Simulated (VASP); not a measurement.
# WC (rocksalt type) (Fm-3m) in VASP: further runs

The runs below take WC (rocksalt type) through density of states, with LDA.

Program: VASP 6.6.1. These are calculated values, not measurements. Logs are shortened: lines on timing, memory, paths and dates and some standing lists are left out, and cuts for length are marked.

### 1 The cell of the first run

It takes space group Fm-3m (No. 225, cubic). The conventional cell has a = 3.542 Å, b = 3.542 Å, c = 3.542 Å, α = 90.00°, β = 90.00°, γ = 90.00°. W (site symmetry m-3m) has 6 C at 1.77 Å within 2.4 Å. C (site symmetry m-3m) has 6 W at 1.77 Å within 2.4 Å.

### 2 Density of states, LDA (volume scaled by 0.55)

The input, POSCAR:

```
WC
1.0
    0.0000000000      1.7710398453      1.7710398453
    1.7710398453      0.0000000000      1.7710398453
    1.7710398453      1.7710398453      0.0000000000
W C
1 1
Direct
    0.0000000000      0.0000000000      0.0000000000
    0.5000000000      0.5000000000      0.5000000000
```

The input, INCAR.step1:

```
SYSTEM = WC
ALGO     = Normal         ! electronic algorithm
EDIFF    = 1E-6           ! SCF threshold, eV
ENCUT    = 520            ! plane-wave cutoff, eV
ISIF     = 2              ! what is computed and relaxed
ISMEAR   = -1             ! smearing method
LASPH    = .True.         ! aspherical terms in the spheres
LCHARG   = .True.         ! write CHGCAR
LMAXMIX  = 4              ! l up to which the mixer works
LREAL    = .False.        ! projectors in reciprocal space
LWAVE    = .False.        ! write WAVECAR
NBANDS   = 16             ! bands
NELM     = 80             ! most SCF steps
PREC     = Accurate       ! precision mode
SIGMA    = 0.1            ! smearing width, eV
```

The input, KPOINTS.step1:

```
k-points
0
Gamma
  17 17 17
  0 0 0
```

The input, INCAR.step2:

```
SYSTEM = WC
ALGO     = Normal         ! electronic algorithm
EDIFF    = 1E-6           ! SCF threshold, eV
ENCUT    = 520            ! plane-wave cutoff, eV
ICHARG   = 11             ! starting density
ISIF     = 2              ! what is computed and relaxed
ISMEAR   = -5             ! smearing method
LASPH    = .True.         ! aspherical terms in the spheres
LCHARG   = .False.        ! write CHGCAR
LMAXMIX  = 4              ! l up to which the mixer works
LORBIT   = 10             ! projections on sites
LREAL    = .False.        ! projectors in reciprocal space
LWAVE    = .False.        ! write WAVECAR
NBANDS   = 16             ! bands
NEDOS    = 1001           ! points of the DOS
NELM     = 80             ! most SCF steps
PREC     = Accurate       ! precision mode
SIGMA    = 0.1            ! smearing width, eV
```

The input, KPOINTS.step2:

```
k-points
0
Gamma
  26 26 26
  0 0 0
```

Potentials or basis: VASP PAW LDA potentials, release 64 (W_sv, C).

Launch:

```bash
$ cat potpaw_LDA.64/W_sv/POTCAR potpaw_LDA.64/C/POTCAR > POTCAR
$ cp INCAR.step1 INCAR
$ cp KPOINTS.step1 KPOINTS
$ mpirun -np 1 vasp_std > vasp.out
$ cp INCAR.step2 INCAR
$ cp KPOINTS.step2 KPOINTS
$ mpirun -np 1 vasp_std > vasp.out
```

OUTCAR:

```text
SYSTEM = WC
   EDIFF = 1E-6
   ENCUT = 520
   ICHARG = 11
   ISIF = 2
   ISMEAR = -5
   LASPH = .True.
   LORBIT = 10
   LREAL = .False.
   NELM = 80
   PREC = Accurate

 ion  position               nearest neighbor table
   1  0.000  0.000  0.000-   2 1.77   2 1.77   2 1.77   2 1.77   2 1.77   2 1.77
   2  0.500  0.500  0.500-   1 1.77   1 1.77   1 1.77   1 1.77   1 1.77   1 1.77

  LATTYP: Found a face centered cubic cell.
 ALAT       =     3.5420796906

  Lattice vectors:

 A1 = (   0.0000000000,   1.7710398453,   1.7710398453)
 A2 = (   1.7710398453,   0.0000000000,   1.7710398453)
 A3 = (   1.7710398453,   1.7710398453,   0.0000000000)

Analysis of symmetry for initial positions (statically):
=====================================================================
 Subroutine PRICEL returns:
 Original cell was already a primitive cell.

 Routine SETGRP: Setting up the symmetry group for a
 face centered cubic supercell.

 Subroutine GETGRP returns: Found 48 space group operations
 (whereof 48 operations were pure point group operations)
 out of a pool of 48 trial point group operations.

The static configuration has the point symmetry O_h .

Analysis of symmetry for dynamics (positions and initial velocities):
=====================================================================
 Subroutine PRICEL returns:
 Original cell was already a primitive cell.

 Routine SETGRP: Setting up the symmetry group for a
 face centered cubic supercell.

 Subroutine GETGRP returns: Found 48 space group operations
 (whereof 48 operations were pure point group operations)
 out of a pool of 48 trial point group operations.

The dynamic configuration has the point symmetry O_h .

 Subroutine INISYM returns: Found 48 space group operations
 (whereof 48 operations are pure point group operations),
 and found     1 'primitive' translations

----------------------------------------------------------------------------------------

                                     Primitive cell

  volume of cell :      11.1100

  direct lattice vectors                    reciprocal lattice vectors
     0.000000000  1.771039845  1.771039845    -0.282320017  0.282320017  0.282320017
     1.771039845  0.000000000  1.771039845     0.282320017 -0.282320017  0.282320017
     1.771039845  1.771039845  0.000000000     0.282320017  0.282320017 -0.282320017

  length of vectors
     2.504628569  2.504628569  2.504628569     0.488992614  0.488992614  0.488992614

  position of ions in fractional coordinates (direct lattice)
     0.000000000  0.000000000  0.000000000
     0.500000000  0.500000000  0.500000000

  ion indices of the primitive-cell ions
   primitive index   ion index
                 1           1
                 2           2

----------------------------------------------------------------------------------------

 KPOINTS: k-points

Automatic generation of k-mesh.
 Grid dimensions read from file:
 generate k-points for:   26   26   26

 Generating k-lattice:

  Cartesian coordinates                     Fractional coordinates (reciprocal lattice)
    -0.010858462  0.010858462  0.010858462     0.038461538  0.000000000  0.000000000
     0.010858462 -0.010858462  0.010858462     0.000000000  0.038461538  0.000000000
     0.010858462  0.010858462 -0.010858462     0.000000000  0.000000000  0.038461538

  Length of vectors
     0.018807408  0.018807408  0.018807408

  Shift w.r.t. Gamma in fractional coordinates (k-lattice)
     0.000000000  0.000000000  0.000000000

 TETIRR: Found   2360 inequivalent tetrahedra from   105456

 Subroutine IBZKPT returns following result:
 ===========================================

 Found    511 irreducible k-points:

 Following reciprocal coordinates:
            Coordinates               Weight
  0.000000  0.000000  0.000000      1.000000
  0.038462  0.000000  0.000000      8.000000
  0.076923  0.000000  0.000000      8.000000
  0.115385  0.000000  0.000000      8.000000
  0.153846  0.000000  0.000000      8.000000
  0.192308  0.000000  0.000000      8.000000
[... 16 lines left out ...]
  0.346154  0.038462  0.000000     24.000000
  0.384615  0.038462  0.000000     24.000000
 [... further k-points ...]
   k-points           NKPTS =    511   k-points in BZ     NKDIM =    511   number of bands    NBANDS=     16
   number of dos      NEDOS =   1001   number of ions     NIONS =      2
   total plane-waves  NPLWV =   8000
   dimension x,y,z NGX =    20 NGY =   20 NGZ =   20
   dimension x,y,z NGXF=    40 NGYF=   40 NGZF=   40
   ions per type =               1   1
   NGX,Y,Z   is equivalent  to a cutoff of  13.28, 13.28, 13.28 a.u.
   NGXF,Y,Z  is equivalent  to a cutoff of  26.55, 26.55, 26.55 a.u.
 SYSTEM =  WC
   PREC   = accura    normal or accurate (medium, high low for compatibility)
   ISTART =      0    job   : 0-new  1-cont  2-samecut
   ICHARG =     11    charge: 1-file 2-atom 10-const
   ISPIN  =      1    spin polarized calculation?
   LNONCOLLINEAR =      F non collinear calculations
   LSORBIT =      F    spin-orbit coupling
   LASPH  =      T    aspherical Exc in radial PAW
   ENCUT  =  520.0 eV  38.22 Ry    6.18 a.u.   4.66  4.66  4.66*2*pi/ulx,y,z
   NELM   =     80;   NELMIN=  2; NELMDL=  0     # of ELM steps
   EDIFF  = 0.1E-05   stopping-criterion for ELM
   LREAL  =      F    real-space projection
   EDIFFG = 0.1E-04   stopping-criterion for IOM
   NSW    =      0    number of steps for IOM
   IBRION =     -1    ionic relax: 0-MD 1-quasi-New 2-CG
   NFREE  =      0    steps in history (QN), initial steepest desc. (CG)
   ISIF   =      2    stress and relaxation
   ISYM   =      2    0-nonsym 1-usesym 2-fastsym
   POTIM  = 0.5000    time-step for ionic-motion
   TEBEG  =    0.0;   TEEND  =   0.0 temperature during run
   PSTRESS=    0.0 pullay stress
   NELECT =      18.0000    total number of electrons
   NUPDOWN=      -1.0000    fix difference up-down
   EMIN   =  10.00;   EMAX   =-10.00  energy-range for DOS
   EFERMI =   0.00;   METHOD = LEGACY
   ISMEAR =    -5;   SIGMA  =   0.10  broadening in eV -4-tet -1-fermi 0-gaus
   EFERMI_NEDOS =   21; number of points for ismear=-14 and -15
   IALGO  =     38    algorithm
   IMIX   =      4    mixing-type and parameters
     AMIX     =   0.40;   BMIX     =  1.00
     AMIX_MAG =   1.60;   BMIX_MAG =  1.00
  volume/ion in A,a.u.               =       5.56        37.49
  Fermi-wavevector in a.u.,A,eV,Ry     =   1.922770  3.633508 50.301343  3.697044
  Thomas-Fermi vector in A             =   2.956770
   LORBIT       =     10    0 simple, 1 ext, 2 COOP (PROOUT), +10 PAW based schemes
   GGA     = CA    functional components
   LHFCALC =     F    Hartree Fock is set to
   AEXX    =    0.0000 exact exchange contribution
   IVDW    =     0    specifies the selected vdW correction
   LEPSILON=     F    determine dielectric tensor
   LRPA    =     F    only Hartree local field effects (RPA)
 non-spin polarized calculation
 Fermi weights with tetrahedron method with Bloechl corrections
  energy-cutoff  :      520.00
  volume of cell :       11.11
 maximum number of plane-waves:       310

 number of electron      18.0000000 magnetization

 Free energy of the ion-electron system (eV)
  ---------------------------------------------------
  ext. energy  EPLUGINS =         0.00000000
  ---------------------------------------------------
  free energy    TOTEN  =        -9.11030560 eV

  energy without entropy =       -9.11030560  energy(sigma->0) =       -9.11030560

 E-fermi :  24.6025     XC(G=0): -17.7482

 val. band max:       24.7717917110   @ k =   0.3462   0.0000   0.0000
 cond. band min:      24.5598001971   @ k =   0.2692   0.0385   0.0000
 fundamental gap:     -0.2119915139
 Fermi energy:        24.6024900405

 k-point     1 :       0.0000    0.0000    0.0000
  band No.  band energies     occupation
      1     -50.9043      2.00000
      2     -14.1087      2.00000
      3     -14.1087      2.00000
      4     -14.1087      2.00000
      5       4.2372      2.00000
      6      18.4147      2.00000
[... 8 lines left out ...]
     15      40.4802      0.00000
     16      64.3465      0.00000

 k-point     2 :       0.0385    0.0000    0.0000
  band No.  band energies     occupation
      1     -50.8947      2.00000
      2     -14.2007      2.00000
      3     -14.1154      2.00000
      4     -14.1154      2.00000
      5       4.3553      2.00000
      6      18.1921      2.00000
[... 8 lines left out ...]
     15      40.5325      0.00000
     16      63.2909      0.00000

 k-point     3 :       0.0769    0.0000    0.0000
  band No.  band energies     occupation
      1     -50.8666      2.00000
      2     -14.4653      2.00000
      3     -14.1351      2.00000
      4     -14.1351      2.00000
      5       4.6948      2.00000
      6      17.6414      2.00000
[... 8 lines left out ...]
     15      40.6778      0.00000
     16      61.0621      0.00000

 k-point     4 :       0.1154    0.0000    0.0000
  band No.  band energies     occupation
      1     -50.8212      2.00000
      2     -14.8723      2.00000
      3     -14.1662      2.00000
      4     -14.1662      2.00000
      5       5.2144      2.00000
      6      16.9556      2.00000
[... 8 lines left out ...]
     15      40.8805      0.00000
     16      58.9114      0.00000

 k-point     5 :       0.1538    0.0000    0.0000
  band No.  band energies     occupation
      1     -50.7609      2.00000
      2     -15.3811      2.00000
      3     -14.2067      2.00000
      4     -14.2067      2.00000
      5       5.8532      2.00000
      6      16.2696      2.00000
[... 8 lines left out ...]
     15      41.0770      0.00000
     16      56.8993      0.00000

 k-point     6 :       0.1923    0.0000    0.0000
  band No.  band energies     occupation
      1     -50.6890      2.00000
      2     -15.9488      2.00000
      3     -14.2541      2.00000
      4     -14.2541      2.00000
      5       6.5372      2.00000
      6      15.6701      2.00000
[... 8 lines left out ...]
     15      41.1850      0.00000
     16      54.9617      0.00000
[... 267 lines left out ...]
 k-point    21 :       0.2692    0.0385    0.0000
  band No.  band energies     occupation
      1     -50.5474      2.00000
      2     -16.9207      2.00000
      3     -14.4310      2.00000
      4     -14.3163      2.00000
      5       7.6496      2.00000
      6      13.9091      2.00000
[... 8 lines left out ...]
     15      41.9111      0.00000
     16      49.8538      0.00000

 k-point    22 :       0.3077    0.0385    0.0000
  band No.  band energies     occupation
      1     -50.4654      2.00000
      2     -17.4607      2.00000
      3     -14.4784      2.00000
      4     -14.3726      2.00000
      5       8.0863      2.00000
      6      13.2603      2.00000
[... 8 lines left out ...]
     15      43.7804      0.00000
     16      47.5648      0.00000

 k-point    23 :       0.3462    0.0385    0.0000
  band No.  band energies     occupation
      1     -50.3881      2.00000
      2     -17.9424      2.00000
      3     -14.5176      2.00000
      4     -14.4290      2.00000
      5       8.3542      2.00000
      6      12.7273      2.00000
[... 8 lines left out ...]
     15      45.4720      0.00000
     16      45.8352      0.00000

 k-point    24 :       0.3846    0.0385    0.0000
  band No.  band energies     occupation
      1     -50.3203      2.00000
      2     -18.3460      2.00000
      3     -14.5464      2.00000
      4     -14.4821      2.00000
      5       8.4798      2.00000
      6      12.3136      2.00000
[... 8 lines left out ...]
     15      43.6865      0.00000
     16      45.0418      0.00000

 [... further k-points ...]

------------------------ aborting loop because EDIFF is reached ----------------------------------------

  FORCE on cell =-STRESS in cart. coord.  units (eV):
  Direction    XX          YY          ZZ          XY          YZ          ZX
  --------------------------------------------------------------------------------------
  -------------------------------------------------------------------------------------
  Total       59.5583293     59.5583293     59.5583293     -0.0000000     -0.0000000      0.0000000
  in kB     8588.9108826   8588.9108826   8588.9108826     -0.0000000     -0.0000000      0.0000000
  external PRESSURE =    8588.9108826 kB  Pullay stress =       0.0000000 kB

 VOLUME and BASIS-vectors are now :
 -----------------------------------------------------------------------------
  energy-cutoff  :      520.00
  volume of cell :       11.11
      direct lattice vectors                 reciprocal lattice vectors
     0.000000000  1.771039845  1.771039845    -0.282320017  0.282320017  0.282320017
     1.771039845  0.000000000  1.771039845     0.282320017 -0.282320017  0.282320017
     1.771039845  1.771039845  0.000000000     0.282320017  0.282320017 -0.282320017

 POSITION                                       TOTAL-FORCE (eV/Angst)
 -----------------------------------------------------------------------------------
      0.00000      0.00000      0.00000        -0.000000     -0.000000     -0.000000
      1.77104      1.77104      1.77104         0.000000      0.000000      0.000000
 -----------------------------------------------------------------------------------
    total drift:                                0.000000     -0.000000     -0.000000

  FREE ENERGIE OF THE ION-ELECTRON SYSTEM (eV)
  ---------------------------------------------------
  free  energy   TOTEN  =        -9.1103055979 eV

  energy  without entropy=       -9.1103055979  energy(sigma->0) =       -9.11030560

 total charge

# of ion       s       p       d       tot
------------------------------------------
    1        2.603   7.199   5.192  14.994
    2        1.059   2.265   0.000   3.325
--------------------------------------------------
tot          3.663   9.464   5.192  18.318
```

Run time: 51 s. Hardware: 1 thread of AMD EPYC 7R13 (Zen 3), shared host; peak memory 0.17 GiB.

The run converged, but its numbers aren't listed here, since they failed a check.

Caveat: spin-orbit coupling is left out, which moves the levels of the heavy elements; tetrahedron occupations give inexact forces and stress in metals.

(Part 1 of 2 ends here.)
